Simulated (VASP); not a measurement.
# AlCu3: single point with LDA

AlCu3:

```
Al Cu
1.0
     3.58903    0.00000    0.00000
     0.00000    3.58903    0.00000
     0.00000    0.00000    3.58903
Al Cu
1 3
Direct
  0.00000 0.00000 0.00000
  0.50000 0.47325 0.00000
  0.50000 0.00000 0.50000
  0.00000 0.52675 0.50000
```

This cell differs from its parent crystal: atoms displaced along a vibrational mode.

* Program: VASP 6.6.1
* Task: single point
* Functional: LDA
* Potentials or basis: VASP PAW LDA potentials, release 64 (Al, Cu)
* Cutoff: 520 eV
* k mesh: 12 × 12 × 12
* Occupations: gaussian, width 0.15 eV
* Spin: no spin polarisation
* Dipole correction: no
* Further INCAR settings: ALGO = Fast; EDIFF = 1e-07; NBANDS = 26

```json
{
 "Pressure": "1.5 GPa",
 "Largest force": "0.651 eV/Å",
 "Band gap on the k mesh": "zero (bands 18 and 19 overlap by 5.72 eV)"
}
```

Forces in eV/Å, atoms in the order of the input:
```
Al   0.000  0.000  0.000
Cu   0.000  0.651  0.000
Cu   0.000  0.000  0.000
Cu   0.000 -0.651  0.000
```

Stress tensor (GPa, compression positive):
```
1.44 0.00 0.00
0.00 1.59 0.00
0.00 0.00 1.44
```

Levels at points of the mesh, in eV from the Fermi level:
| k point | band 16 | band 17 | band 18 | band 19 | band 20 | band 21 |
| --- | --- | --- | --- | --- | --- | --- |
| (0.00, 0.00, 0.00) | -2.17 | -0.31 | -0.31 | -0.22 | 4.50 | 4.57 |
| (0.50, 0.00, 0.00) | -2.60 | -2.17 | 3.77 | 3.92 | 3.93 | 3.98 |
| (0.00, 0.50, 0.00) | -2.62 | -2.20 | 3.90 | 3.90 | 4.01 | 4.01 |
| (0.50, 0.50, 0.00) | -2.85 | -2.45 | -1.26 | -1.25 | 6.35 | 6.53 |
| (0.50, 0.00, 0.50) | -2.83 | -2.43 | -1.28 | -1.28 | 6.52 | 6.60 |
| (0.50, 0.50, 0.50) | -2.39 | -2.35 | -2.35 | -1.47 | 1.46 | 1.84 |

It took 2.8 min on 1 thread of Intel(R) Xeon(R) Platinum 8488C (Sapphire Rapids), with other jobs on the host, peak memory 0.28 GiB.

Caveat: the cell differs from its parent crystal (atoms displaced along a vibrational mode).
